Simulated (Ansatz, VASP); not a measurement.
**HPt6: VASP beside Ansatz**

```xyz
14
Lattice="5.6143 0.0000 0.0000 0.0000 5.6143 0.0000 0.0000 0.0000 21.8514" Properties=species:S:1:pos:R:3 pbc="T T T"
Pt    1.4036    1.4036    4.0000
Pt    1.4036    4.2107    4.0000
Pt    4.2107    1.4036    4.0000
Pt    4.2107    4.2107    4.0000
Pt    0.0000    0.0000    5.9264
Pt    0.0000    2.8072    5.9264
Pt    2.8072    0.0000    5.9264
Pt    2.8072    2.8072    5.9264
Pt    1.4036    1.4036    7.8514
Pt    1.4036    4.2107    7.8514
Pt    4.2107    1.4036    7.8514
Pt    4.2107    4.2107    7.8514
H    -0.3750    0.0000   10.8514
H     0.3750    0.0000   10.8514
```

Alike in both runs: task single point; functional PBE; k mesh 5 × 5 × 1; occupations gaussian, width 0.1 eV; no spin polarisation.

```csv
,VASP,Ansatz
version,VASP 6.6.1,Ansatz 0.2.0
potentials or method,"VASP PAW PBE potentials, release 64 (Pt, H), cutoff 520 eV","scalar-relativistic, plane waves, PAW"
valence electrons in the cell,122,218
```

Ansatz gave:

```
gap on the k mesh at the Fermi level (eV)  : none
rms of the force components (eV/Å)         : 0.019
work function, face that differs most (eV) : 5.60
```

Q: Which values does VASP return?

A: gap on the k mesh at the Fermi level (eV): none; rms of the force components (eV/Å): 0.015; work function, face that differs most (eV): 5.60.

Atom by atom the forces differ by 0.010 eV/Å (rms over components). A gap of «none» marks a metal or a gap that the smearing closes. VASP's potentials hold 122 valence electrons a cell and Ansatz's 218, so a difference there can come from the potentials and not from the codes.

Neither program's run includes spin-orbit coupling.
